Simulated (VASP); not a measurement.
BeTe: single point with r2SCAN

Crystal: BeTe.

```
CELL_PARAMETERS angstrom
2.70830 2.70830 0.00000
-2.70830 2.70830 0.00000
0.00000 2.70830 2.70830
ATOMIC_POSITIONS crystal
Be 0.00000 0.00000 0.00000
Te 0.75000 0.25000 0.50000
```

```yaml
Program: VASP 6.6.1
Task: single point
Functional: r2SCAN
Potentials_or_basis: VASP PAW PBE potentials, release 64 (Be, Te)
Cutoff: 520 eV
k_mesh: 8 × 8 × 8
Occupations: gaussian, width 0.01 eV
Spin: no spin polarisation
```

```
Pressure               : 10.3 GPa
Band gap on the k mesh : 2.01 eV, indirect (least direct gap 3.86 eV)
```

Levels at points of the mesh, in eV from the valence-band top:
```tsv
k point	band 2	band 3	band 4	band 5	band 6	band 7
(0.00, 0.00, 0.00)	0.00	0.00	0.00	3.86	3.86	3.86
(0.50, 0.00, 0.00)	-6.60	-1.40	-1.40	3.88	4.91	4.91
(0.50, 0.50, 0.00)	-6.05	-3.24	-3.24	2.01	2.79	11.34
```

Wall time 26 s on 1 thread of Intel(R) Xeon(R) Platinum 8559C (Emerald Rapids), on a shared host, peak memory 0.16 GiB.

Caveat: the PAW data sets were made with another functional, which shifts forces and pressure a little; spin-orbit coupling is left out, which moves the levels of the heavy elements. A k mesh can miss the band edges.
